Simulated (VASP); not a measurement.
# Ba (Pm-3m) in VASP: a series of runs

The runs below take Ba through relaxation of cell and atoms, with r2SCAN.

Program: VASP 6.6.1. These are calculated values, not measurements. Logs are shortened: lines on timing, memory, paths and dates and some standing lists are left out, and cuts for length are marked.

### 1 The cell of the first run

It takes space group Pm-3m (No. 221, cubic). The conventional cell has a = 3.918 Å, b = 3.918 Å, c = 3.918 Å, α = 90.00°, β = 90.00°, γ = 90.00°. Ba (site symmetry m-3m) has 6 Ba at 3.92 Å within 5.1 Å.

### 2 Relaxation of cell and atoms, r2SCAN

POSCAR

```
Ba
1.0
    3.9177175405      0.0000000000      0.0000000000
    0.0000000000      3.9177175405      0.0000000000
    0.0000000000      0.0000000000      3.9177175405
Ba
1
Direct
    0.0000000000      0.0000000000      0.0000000000
```

INCAR.step1

```
SYSTEM = Ba
  PREC = Accurate
  ENCUT = 600
  ISMEAR = -1
  SIGMA = 0.05
  LREAL = .FALSE.
  LASPH = .TRUE.
  NELM = 80
  GGA = PE
  ALGO = Normal
  EDIFF = 1E-4
  LWAVE = .TRUE.
  LCHARG = .FALSE.
```

INCAR.step2

```
SYSTEM = Ba
  PREC = Accurate
  ENCUT = 600
  EDIFF = 1E-6
  ISMEAR = -1
  SIGMA = 0.05
  LREAL = .FALSE.
  LASPH = .TRUE.
  NELM = 80
  ALGO = Normal
  ISIF = 3
  LWAVE = .FALSE.
  LCHARG = .FALSE.
  METAGGA = R2SCAN
  LMIXTAU = .TRUE.
  IBRION = 2
  NSW = 60
  EDIFFG = -0.01
  ISTART = 1
```

KPOINTS

```
Automatic mesh
0
G
  7 7 7
  0 0 0
```

Potentials or basis: VASP PAW PBE potentials, release 64 (Ba_sv).

Command:

```bash
$ cat potpaw_PBE.64/Ba_sv/POTCAR > POTCAR
$ cp INCAR.step1 INCAR
$ mpirun -np 1 vasp_std > vasp.out
$ cp INCAR.step2 INCAR
$ mpirun -np 1 vasp_std > vasp.out
```

OUTCAR:

```text
SYSTEM = Ba
   PREC = Accurate
   ENCUT = 600
   EDIFF = 1E-6
   ISMEAR = -1
   LREAL = .FALSE.
   LASPH = .TRUE.
   NELM = 80
   ISIF = 3
   METAGGA = R2SCAN
   IBRION = 2
   NSW = 60
   EDIFFG = -0.01
   ISTART = 1

 ion  position               nearest neighbor table
   1  0.000  0.000  0.000-

  LATTYP: Found a simple cubic cell.
 ALAT       =     3.9177175405

  Lattice vectors:

 A1 = (   3.9177175405,   0.0000000000,   0.0000000000)
 A2 = (   0.0000000000,   3.9177175405,   0.0000000000)
 A3 = (   0.0000000000,   0.0000000000,   3.9177175405)

Analysis of symmetry for initial positions (statically):
=====================================================================
 Subroutine PRICEL returns:
 Original cell was already a primitive cell.

 Routine SETGRP: Setting up the symmetry group for a
 simple cubic supercell.

 Subroutine GETGRP returns: Found 48 space group operations
 (whereof 48 operations were pure point group operations)
 out of a pool of 48 trial point group operations.

The static configuration has the point symmetry O_h .

Analysis of symmetry for dynamics (positions and initial velocities):
=====================================================================
 Subroutine PRICEL returns:
 Original cell was already a primitive cell.

 Routine SETGRP: Setting up the symmetry group for a
 simple cubic supercell.

 Subroutine GETGRP returns: Found 48 space group operations
 (whereof 48 operations were pure point group operations)
 out of a pool of 48 trial point group operations.

The dynamic configuration has the point symmetry O_h .

 Subroutine INISYM returns: Found 48 space group operations
 (whereof 48 operations are pure point group operations),
 and found     1 'primitive' translations

----------------------------------------------------------------------------------------

                                     Primitive cell

  volume of cell :      60.1311

  direct lattice vectors                    reciprocal lattice vectors
     3.917717540  0.000000000  0.000000000     0.255250663  0.000000000  0.000000000
     0.000000000  3.917717540  0.000000000     0.000000000  0.255250663  0.000000000
     0.000000000  0.000000000  3.917717540     0.000000000  0.000000000  0.255250663

  length of vectors
[... 64 lines left out ...]
   NGXF,Y,Z  is equivalent  to a cutoff of  27.16, 27.16, 27.16 a.u.
 SYSTEM =  Ba
   PREC   = accura    normal or accurate (medium, high low for compatibility)
   ISTART =      1    job   : 0-new  1-cont  2-samecut
   ICHARG =      0    charge: 1-file 2-atom 10-const
   ISPIN  =      1    spin polarized calculation?
   LNONCOLLINEAR =      F non collinear calculations
   LSORBIT =      F    spin-orbit coupling
   LASPH  =      T    aspherical Exc in radial PAW
   ENCUT  =  600.0 eV  44.10 Ry    6.64 a.u.   7.82  7.82  7.82*2*pi/ulx,y,z
   NELM   =     80;   NELMIN=  2; NELMDL=  0     # of ELM steps
   EDIFF  = 0.1E-05   stopping-criterion for ELM
   LREAL  =      F    real-space projection
   EDIFFG = -.1E-01   stopping-criterion for IOM
   NSW    =     60    number of steps for IOM
   IBRION =      2    ionic relax: 0-MD 1-quasi-New 2-CG
   NFREE  =      1    steps in history (QN), initial steepest desc. (CG)
   ISIF   =      3    stress and relaxation
   ISYM   =      2    0-nonsym 1-usesym 2-fastsym
   POTIM  = 0.5000    time-step for ionic-motion
   TEBEG  =    0.0;   TEEND  =   0.0 temperature during run
   PSTRESS=    0.0 pullay stress
   NELECT =      10.0000    total number of electrons
   NUPDOWN=      -1.0000    fix difference up-down
   EMIN   =  10.00;   EMAX   =-10.00  energy-range for DOS
   EFERMI =   0.00;   METHOD = LEGACY
   ISMEAR =    -1;   SIGMA  =   0.05  broadening in eV -4-tet -1-fermi 0-gaus
   EFERMI_NEDOS =   21; number of points for ismear=-14 and -15
   IALGO  =     38    algorithm
   IMIX   =      4    mixing-type and parameters
     AMIX     =   0.40;   BMIX     =  1.00
     AMIX_MAG =   1.60;   BMIX_MAG =  1.00
  volume/ion in A,a.u.               =      60.13       405.78
  Fermi-wavevector in a.u.,A,eV,Ry     =   0.900275  1.701272 11.027448  0.810495
  Thomas-Fermi vector in A             =   2.023212
   LORBIT       =      0    0 simple, 1 ext, 2 COOP (PROOUT), +10 PAW based schemes
   METAGGA = R2SCAN    functional components
   LHFCALC =     F    Hartree Fock is set to
   AEXX    =    0.0000 exact exchange contribution
   IVDW    =     0    specifies the selected vdW correction
   LEPSILON=     F    determine dielectric tensor
   LRPA    =     F    only Hartree local field effects (RPA)
 conjugate gradient relaxation of ions
 non-spin polarized calculation
  energy-cutoff  :      600.00
  volume of cell :       60.13
 maximum number of plane-waves:      2021
 NGX is ok and might be reduce to    32
   NGX = 15   NGY = 15   NGZ = 15

--------------------------------------- Ionic step        1  -------------------------------------------

 number of electron      10.0000000 magnetization

 Free energy of the ion-electron system (eV)
  ---------------------------------------------------
  ext. energy  EPLUGINS =         0.00000000
  ---------------------------------------------------
  free energy    TOTEN  =       -26.18952704 eV

  energy without entropy =      -26.18701882  energy(sigma->0) =      -26.18827293

------------------------ aborting loop because EDIFF is reached ----------------------------------------

  FORCE on cell =-STRESS in cart. coord.  units (eV):
  Direction    XX          YY          ZZ          XY          YZ          ZX
  --------------------------------------------------------------------------------------
  -------------------------------------------------------------------------------------
  Total        0.0713258      0.0713258      0.0713258     -0.0000000      0.0000000     -0.0000000
  in kB        1.9004573      1.9004573      1.9004573     -0.0000000      0.0000000     -0.0000000
  external PRESSURE =       1.9004573 kB  Pullay stress =       0.0000000 kB
[... 92 lines left out ...]
--------------------------------------- Ionic step        4  -------------------------------------------

 number of electron      10.0000001 magnetization

 Free energy of the ion-electron system (eV)
  ---------------------------------------------------
  ext. energy  EPLUGINS =         0.00000000
  ---------------------------------------------------
  free energy    TOTEN  =       -26.19040443 eV

  energy without entropy =      -26.18809134  energy(sigma->0) =      -26.18924788

 E-fermi :   1.7318     XC(G=0):  -7.8875

 val. band max:        1.6233228223   @ k =   0.4286   0.4286   0.4286
 cond. band min:       1.8688354636   @ k =   0.4286   0.4286   0.4286
 fundamental gap:      0.2455126413
 Fermi energy:         1.7318226015

 k-point     1 :       0.0000    0.0000    0.0000
  band No.  band energies     occupation
      1     -28.5172      2.00000
      2     -12.9397      2.00000
      3     -12.9397      2.00000
      4     -12.9397      2.00000
      5      -0.9411      2.00000
      6       1.9420      0.02945
      7       1.9420      0.02945
      8       6.8659      0.00000
      9       6.8659      0.00000
[... 254 lines left out ...]
  FREE ENERGIE OF THE ION-ELECTRON SYSTEM (eV)
  ---------------------------------------------------
  free  energy   TOTEN  =       -26.1904044255 eV

  energy  without entropy=      -26.1880913353  energy(sigma->0) =      -26.18924788

 reached required accuracy - stopping structural energy minimisation
```

OSZICAR.step1:

```text
N       E                     dE             d eps       ncg     rms          rms(c)
DAV:   1     0.615943999004E+02    0.61594E+02   -0.47720E+03   360   0.104E+03
DAV:   2     0.933105843581E+00   -0.60661E+02   -0.59796E+02   455   0.155E+02
DAV:   3    -0.153056703704E+01   -0.24637E+01   -0.24514E+01   407   0.378E+01
DAV:   4    -0.160545442406E+01   -0.74887E-01   -0.74827E-01   579   0.552E+00
DAV:   5    -0.160601444301E+01   -0.56002E-03   -0.56001E-03   462   0.389E-01    0.194E+00
DAV:   6    -0.160408111176E+01    0.19333E-02   -0.75618E-03   439   0.863E-01    0.114E+00
DAV:   7    -0.160413137561E+01   -0.50264E-04   -0.18069E-02   444   0.142E+00    0.739E-02
DAV:   8    -0.160447220735E+01   -0.34083E-03   -0.61693E-04   496   0.229E-01    0.167E-02
DAV:   9    -0.160447596280E+01   -0.37555E-05   -0.14916E-05   260   0.319E-02
   1 F= -.16044760E+01 E0= -.16024472E+01  d E =-.405758E-02
```

It took 42 s on 1 thread of Intel Xeon 6975P-C (Granite Rapids), shared host; peak memory 0.19 GiB.

What came out:

```
Free energy                            : -26.1904 eV
Relaxed volume                         : 61.58 Å³/atom
Relaxed cell                           : a = 3.949 Å, b = 3.949 Å, c = 3.949 Å, α = 90.00°, β = 90.00°, γ = 90.00°
Space group after relaxing (to 0.05 Å) : Pm-3m (No. 221)
Energy gained by relaxing              : 0.9 meV/atom
Ionic steps                            : 4
Pressure after relaxing                : 0.0 GPa
Band gap on the k mesh                 : 0.25 eV, direct
```

The path:
```tsv
step	energy change (eV)	largest force (eV/Å)	pressure (GPa)	volume (Å³)
1	0.0000	0.0000	0.19	60.13
2	-0.0006	0.0000	0.10	60.75
3	-0.0008	0.0000	0.07	61.03
4	-0.0009	0.0000	-0.02	61.58
```

Final structure:
```
Ba
1.0
     3.94897    0.00000    0.00000
     0.00000    3.94897    0.00000
     0.00000    0.00000    3.94897
Ba
1
Direct
  0.00000 0.00000 0.00000
```

Levels at points of the mesh, in eV from the valence-band top:
```tsv
k point	band 2	band 3	band 4	band 5	band 6	band 7	band 8	band 9
(0.00, 0.00, 0.00)	-14.56	-14.56	-14.56	-2.56	0.32	0.32	5.24	5.24
```

Caveat: the PAW data sets were made with another functional, which shifts forces and pressure a little; spin-orbit coupling is left out, which moves the levels of the heavy elements.

### 3 Relaxation of cell and atoms, r2SCAN, target pressure 2 GPa, at which the enthalpy is minimised

POSCAR is that of step 2.

INCAR.step1

```
PREC = Accurate ; ENCUT = 600
ISMEAR = -1 ; SIGMA = 0.05
LREAL = F ; LASPH = T
NELM = 100 ; GGA = PE
ALGO = Normal ; EDIFF = 1E-4
LWAVE = T ; LCHARG = F
```

INCAR.step2

```
PREC = Accurate ; ENCUT = 600
EDIFF = 1E-7 ; ISMEAR = -1
SIGMA = 0.05 ; LREAL = F
LASPH = T ; NELM = 100
ALGO = Normal ; ISIF = 3
LWAVE = F ; LCHARG = F
METAGGA = R2SCAN ; LMIXTAU = T
IBRION = 2 ; NSW = 60
EDIFFG = -0.01 ; PSTRESS = 20.0
ISTART = 1
```

KPOINTS

```
regular mesh
0
Gamma
  7 7 7
```

Potentials or basis: VASP PAW PBE potentials, release 64 (Ba_sv).

Command:

```bash
$ cat potpaw_PBE.64/Ba_sv/POTCAR > POTCAR
$ cp INCAR.step1 INCAR
$ mpirun -np 1 vasp_std > vasp.out
$ cp INCAR.step2 INCAR
$ mpirun -np 1 vasp_std > vasp.out
```

It took 66 s on 1 thread of Intel Xeon 6975P-C (Granite Rapids), shared host; peak memory 0.2 GiB.

It converged, with:

```
Free energy                                            : -26.1303 eV
Relaxed volume                                         : 51.10 Å³/atom
Relaxed cell                                           : a = 3.711 Å, b = 3.711 Å, c = 3.711 Å, α = 90.00°, β = 90.00°, γ = 90.00°
Space group after relaxing (to 0.05 Å)                 : Pm-3m (No. 221)
Energy change on relaxing (the enthalpy is what falls) : +59.3 meV/atom
Ionic steps                                            : 4
Pressure after relaxing                                : 2.0 GPa
```

Step by step:
```
step  energy change (eV)  largest force (eV/Å)  pressure (GPa)  volume (Å³)
   1              0.0000                0.0000            0.21        60.13
   2              0.0251                0.0000            1.26        54.47
   3              0.0527                0.0000            1.87        51.65
   4              0.0593                0.0000            1.99        51.10
```

Final structure:
```yaml
crystal:
  lattice:
    - [3.71093, 0.00000, 0.00000]
    - [0.00000, 3.71093, 0.00000]
    - [0.00000, 0.00000, 3.71093]
  atoms:
    - { symbol: Ba, position: [0.00000, 0.00000, 0.00000] }
```

Levels at points of the mesh, in eV from the Fermi level:
```csv
k point,band 3,band 4,band 5,band 6,band 7,band 8
"(0.00, 0.00, 0.00)",-14.25,-14.25,-2.63,0.09,0.09,6.11
```

Caveat: the cell is relaxed towards a set pressure, so the enthalpy falls and the energy may rise; the volume moved by over 15 % at a fixed basis, so the end points are rough; the PAW data sets were made with another functional, which shifts forces and pressure a little; spin-orbit coupling is left out, which moves the levels of the heavy elements.

### 4 Relaxation of cell and atoms, r2SCAN, target pressure 5 GPa, at which the enthalpy is minimised

POSCAR is that of step 3.

INCAR.step1

```
SYSTEM = Ba
PREC = Accurate ; ENCUT = 600
ISMEAR = -1 ; SIGMA = 0.05
LREAL = .FALSE. ; LASPH = .TRUE.
NELM = 80 ; GGA = PE
ALGO = Normal ; EDIFF = 1E-4
LWAVE = .TRUE. ; LCHARG = .FALSE.
```

INCAR.step2

```
SYSTEM = Ba
PREC = Accurate ; ENCUT = 600
EDIFF = 1E-7 ; ISMEAR = -1
SIGMA = 0.05 ; LREAL = .FALSE.
LASPH = .TRUE. ; NELM = 80
ALGO = Normal ; ISIF = 3
LWAVE = .FALSE. ; LCHARG = .FALSE.
METAGGA = R2SCAN ; LMIXTAU = .TRUE.
IBRION = 2 ; NSW = 60
EDIFFG = -0.01 ; PSTRESS = 50.0
ISTART = 1
```

KPOINTS

```
regular mesh
0
G
  7 7 7
  0 0 0
```

Potentials or basis: VASP PAW PBE potentials, release 64 (Ba_sv).

Command:

```bash
$ cat potpaw_PBE.64/Ba_sv/POTCAR > POTCAR
$ cp INCAR.step1 INCAR
$ mpirun -np 1 vasp_std > vasp.out
$ cp INCAR.step2 INCAR
$ mpirun -np 1 vasp_std > vasp.out
```

OUTCAR:

```text
SYSTEM = Ba
   PREC = Accurate
   ENCUT = 600
   EDIFF = 1E-7
   ISMEAR = -1
   LREAL = .FALSE.
   LASPH = .TRUE.
   NELM = 80
   ISIF = 3
   METAGGA = R2SCAN
   IBRION = 2
   NSW = 60
   EDIFFG = -0.01
   PSTRESS = 50.0
   ISTART = 1

 ion  position               nearest neighbor table
   1  0.000  0.000  0.000-

  LATTYP: Found a simple cubic cell.
 ALAT       =     3.9177175405

  Lattice vectors:

 A1 = (   3.9177175405,   0.0000000000,   0.0000000000)
 A2 = (   0.0000000000,   3.9177175405,   0.0000000000)
 A3 = (   0.0000000000,   0.0000000000,   3.9177175405)

Analysis of symmetry for initial positions (statically):
[... 172 lines left out ...]
  Direction    XX          YY          ZZ          XY          YZ          ZX
  --------------------------------------------------------------------------------------
  -------------------------------------------------------------------------------------
  Total        0.0788561      0.0788561      0.0788561      0.0000000     -0.0000000      0.0000000
  in kB        2.1010992      2.1010992      2.1010992      0.0000000     -0.0000000      0.0000000
  external PRESSURE =     -47.8989008 kB  Pullay stress =      50.0000000 kB
[... 61 lines left out ...]
--------------------------------------- Ionic step        3  -------------------------------------------

 number of electron       9.9999999 magnetization

 Free energy of the ion-electron system (eV)
  ---------------------------------------------------
  ext. energy  EPLUGINS =         0.00000000
  ---------------------------------------------------
  free energy    TOTEN  =       -25.97050860 eV

  energy without entropy =      -25.96124026  energy(sigma->0) =      -25.96587443

 E-fermi :   3.2673     XC(G=0):  -9.2285

 val. band max:        3.2156966124   @ k =   0.4286   0.1429   0.0000
 cond. band min:       3.3095994257   @ k =   0.4286   0.1429   0.1429
 fundamental gap:      0.0939028133
 Fermi energy:         3.2672582691

 k-point     1 :       0.0000    0.0000    0.0000
  band No.  band energies     occupation
      1     -26.8609      2.00000
      2     -10.7342      2.00000
      3     -10.7342      2.00000
      4     -10.7342      2.00000
      5       0.6104      2.00000
      6       3.0408      1.97864
      7       3.0408      1.97864
      8      10.2356      0.00000
      9      10.2356      0.00000
[... 258 lines left out ...]
  energy  without entropy=      -25.9612402559  energy(sigma->0) =      -25.96587443

  enthalpy is  TOTEN    =       -24.6203799154 eV   P V=        1.3501286890

 reached required accuracy - stopping structural energy minimisation
```

OSZICAR.step1:

```text
N       E                     dE             d eps       ncg     rms          rms(c)
DAV:   1     0.615943999004E+02    0.61594E+02   -0.47720E+03   360   0.104E+03
DAV:   2     0.933105843581E+00   -0.60661E+02   -0.59796E+02   455   0.155E+02
DAV:   3    -0.153056703704E+01   -0.24637E+01   -0.24514E+01   407   0.378E+01
DAV:   4    -0.160545442406E+01   -0.74887E-01   -0.74827E-01   579   0.552E+00
DAV:   5    -0.160601444301E+01   -0.56002E-03   -0.56001E-03   462   0.389E-01    0.194E+00
DAV:   6    -0.160408111176E+01    0.19333E-02   -0.75618E-03   439   0.863E-01    0.114E+00
DAV:   7    -0.160413137561E+01   -0.50264E-04   -0.18069E-02   444   0.142E+00    0.739E-02
DAV:   8    -0.160447220735E+01   -0.34083E-03   -0.61693E-04   496   0.229E-01    0.167E-02
DAV:   9    -0.160447596280E+01   -0.37555E-05   -0.14916E-05   260   0.319E-02
   1 F= -.16044760E+01 E0= -.16024472E+01  d E =-.405758E-02
```

It took 60 s on 1 thread of Intel Xeon 6975P-C (Granite Rapids), shared host; peak memory 0.19 GiB.

What came out:

| Quantity | Value |
| --- | --- |
| Free energy | -25.9705 eV |
| Relaxed volume | 43.26 Å³/atom |
| Relaxed cell | a = 3.511 Å, b = 3.511 Å, c = 3.511 Å, α = 90.00°, β = 90.00°, γ = 90.00° |
| Space group after relaxing (to 0.05 Å) | Pm-3m (No. 221) |
| Energy change on relaxing (the enthalpy is what falls) | +219.0 meV/atom |
| Ionic steps | 3 |
| Pressure after relaxing | 5.0 GPa |
| Band gap on the k mesh | zero (band 5 reaches 3.31 eV, above the bottom of band 6 at 2.90 eV) |

The path:
```csv
step,energy change (eV),largest force (eV/Å),pressure (GPa),volume (Å³)
1,0.0000,0.0000,0.21,60.13
2,0.1504,0.0000,3.72,45.80
3,0.2190,0.0000,5.00,43.26
```

Final structure:
```
Ba
1.0
     3.51052    0.00000    0.00000
     0.00000    3.51052    0.00000
     0.00000    0.00000    3.51052
Ba
1
Direct
  0.00000 0.00000 0.00000
```

Caveat: the cell is relaxed towards a set pressure, so the enthalpy falls and the energy may rise; the volume moved by over 15 % at a fixed basis, so the end points are rough; the PAW data sets were made with another functional, which shifts forces and pressure a little; spin-orbit coupling is left out, which moves the levels of the heavy elements.

### 5 Overview

| cell | gap on the mesh (eV) | pressure (GPa) |
| --- | --- | --- |
| relaxed | 0.25 | 0.0 |
| relaxed to 2 GPa | - | 2.0 |
| relaxed to 5 GPa | none | 5.0 |

Alike in all rows: task relaxation of cell and atoms; level r2SCAN; potentials or basis VASP PAW PBE potentials, release 64 (Ba_sv); no spin polarisation; k mesh 7 × 7 × 7; cutoff (eV) 600; smearing fermi-dirac 0.05 eV.

Caveats: the PAW data sets were made with another functional, which shifts forces and pressure a little; spin-orbit coupling is left out, which moves the levels of the heavy elements; the cell is relaxed towards a set pressure, so the enthalpy falls and the energy may rise (some runs); the volume moved by over 15 % at a fixed basis, so the end points are rough (some runs).

Absolute energies hang on the potentials; compare differences alone.
